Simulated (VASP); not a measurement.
A run of VASP 6.6.1:

INCAR

```
PREC = Accurate
ENCUT = 520
EDIFF = 1E-7
ISMEAR = -1
SIGMA = 0.08
LREAL = False
LASPH = True
NELM = 100
ALGO = Normal
ISIF = 2
LWAVE = False
LCHARG = False
GGA = PE
NBANDS = 20
```

File KPOINTS:

```
Automatic mesh
0
Gamma
  13 13 7
```

Contents of POSCAR:

```
In
1.0
    2.7906536742      0.0000000000      0.0000000000
   -1.3953268371      2.4167769750      0.0000000000
    0.0000000000      0.0000000000      4.5309621565
In
2
Direct
    0.3333333333      0.6666666667      0.2500000000
    0.6666666667      0.3333333333      0.7500000000
```

Potentials or basis: VASP PAW PBE potentials, release 64 (In_d).

Run with:

```bash
$ cat potpaw_PBE.64/In_d/POTCAR > POTCAR
$ mpirun -np 1 vasp_std > vasp.out
```

Hardware: 1 thread of Intel Xeon 8259CL, on a shared host.

Question: How long does it take, and how much memory?

Answer: Run time: 67 s on 1 thread of Intel Xeon 8259CL, with other jobs on the host, peak memory 0.18 GiB. Counts: scf iterations 14, k points 84.
